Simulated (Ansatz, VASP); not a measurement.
## One calculation of Ir, two programs

The input INCAR:

```
SYSTEM = Ir
PREC = Accurate
ENCUT = 600
EDIFF = 1E-6
ISMEAR = 0
SIGMA = 0.1
LREAL = .False.
LASPH = .True.
NELM = 100
ALGO = Normal
ISIF = 3
LWAVE = .False.
LCHARG = .False.
GGA = PS
IBRION = 2
NSW = 90
EDIFFG = -0.04
```

KPOINTS

```
regular mesh
0
Gamma
  6 6 4
  0 0 0
```

POSCAR

```
Ir
1.0
    1.5276580251     -4.8460450948      0.0000000000
    1.5276580251      4.8460450948      0.0000000000
    0.0000000000      0.0000000000      4.0429861934
Ir
4
Direct
    0.0980000000      0.9020000000      0.9100000000
    0.5980000000      0.4020000000      0.5900000000
    0.9020000000      0.0980000000      0.0900000000
    0.4020000000      0.5980000000      0.4100000000
```

Input for Ansatz:

```yaml
crystal:
  lattice:
    - [1.5276580251, -4.8460450948, 0.0]
    - [1.5276580251, 4.8460450948, 0.0]
    - [0.0, 0.0, 4.0429861934]
  atoms:
    - { symbol: Ir, position: [0.098, 0.902, 0.91] }
    - { symbol: Ir, position: [0.598, 0.402, 0.59] }
    - { symbol: Ir, position: [0.902, 0.098, 0.09] }
    - { symbol: Ir, position: [0.402, 0.598, 0.41] }
basis:
  ecutwfc: 420
kpoints:
  mp_grid: { grid: [6, 6, 4] }
hamiltonian:
  xc: pbesol
scf:
  occupations: { method: gaussian, width: 0.1 }
  lower_state_search: "off"
output:
  forces: true
  stress: true
  eigenvalues: true
relax:
  adjacent_minimum: "off"
  f_tol: 0.04
  max_steps: 70
  cell: { stress_tol: 0.4 }
```

Alike in both runs: task relaxation of cell and atoms; functional PBEsol; k mesh 6 × 6 × 4; occupations gaussian, width 0.1 eV; no spin polarisation.

|  | VASP | Ansatz |
| --- | --- | --- |
| version | VASP 6.6.1 | Ansatz 0.2.0 |
| potentials or method | VASP PAW PBE potentials, release 64 (Ir), cutoff 600 eV | scalar-relativistic, plane waves, PAW |
| valence electrons in the cell | 36 | 68 |

Ansatz gave:

| Property | Result |
| --- | --- |
| gap on the k mesh at the Fermi level, each at its own relaxed structure (eV) | none |
| relaxed volume (Å³/atom) | 14.86 |
| relaxed cell length with the largest relative difference (Å) | 4.568 |

Q: Estimate VASP's values.

A: gap on the k mesh at the Fermi level, each at its own relaxed structure (eV): none; relaxed volume (Å³/atom): 14.90; relaxed cell length with the largest relative difference (Å): 4.573.

VASP's potentials were made for PBE, not for PBEsol. A gap of «none» marks a metal or a gap that the smearing closes. VASP's potentials hold 36 valence electrons a cell and Ansatz's 68, so a difference there can come from the potentials and not from the codes.

The k mesh is coarse, so the values compare programs but aren't converged. Spin-orbit coupling is off throughout. Noted on VASP's run: too few bands were computed for a metal, which touches its energy and stress.
